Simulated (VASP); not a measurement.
Wanted: the native input for a VASP 6.6.1 run.

| Property | Result |
| --- | --- |
| Task | single point |
| Functional | PBEsol |
| Potentials or basis | VASP PAW PBE potentials, release 64 (Pt, S) |
| Cutoff | 520 eV |
| k mesh | 9 × 9 × 2 |
| Occupations | fermi-dirac, width 0.03 eV |
| Spin | no spin polarisation |
| Dipole correction | no |
| Further INCAR settings | ALGO = Normal; EDIFF = 1e-06; NBANDS = 31 |

The structure of PtS2 lies in POSCAR:

```
PtS2
1.0
    3.5458946499      0.0000000000      0.0000000000
   -1.7729473249      3.0708348459      0.0000000000
    0.0000000000      0.0000000000     10.5757687262
Pt S
2 4
Direct
    0.3333333333      0.6666666667      0.6251156939
    0.6666666667      0.3333333333      0.1251156939
    0.6666666667      0.3333333333      0.7395774444
    0.3333333333      0.6666666667      0.2395774444
    0.0000000000      0.0000000000      0.0103088617
    0.0000000000      0.0000000000      0.5103088617
```

One way to write it, as run:

INCAR

```
PREC = Accurate
ENCUT = 520
EDIFF = 1E-6
ISMEAR = -1
SIGMA = 0.03
LREAL = F
LASPH = T
NELM = 80
ALGO = Normal
ISIF = 2
LWAVE = F
LCHARG = T
GGA = PS
LELF = T
LVHAR = T
NBANDS = 31
```

KPOINTS

```
Automatic mesh
0
Gamma
  9 9 2
```

Potentials or basis: VASP PAW PBE potentials, release 64 (Pt, S).

Run with:

```bash
$ cat potpaw_PBE.64/Pt/POTCAR potpaw_PBE.64/S/POTCAR > POTCAR
$ mpirun -np 1 vasp_std > vasp.out
```

It gave:

The pressure is -0.3 GPa, the largest force is 0.026 eV/Å and the band gap on the k mesh is 0.99 eV (least direct gap 1.06 eV).

Caveat: the PAW data sets were made with another functional, which shifts forces and pressure a little; spin-orbit coupling is left out, which moves the levels of the heavy elements; an odd mesh through Γ misses points on the zone boundary, where band edges can lie; this functional lacks dispersion, which binds the layers, so the pressure and a relaxed spacing across them are unreliable.

Wall time 3.6 min on 1 thread of Intel Xeon 8259CL (shared host), peak memory 0.27 GiB.
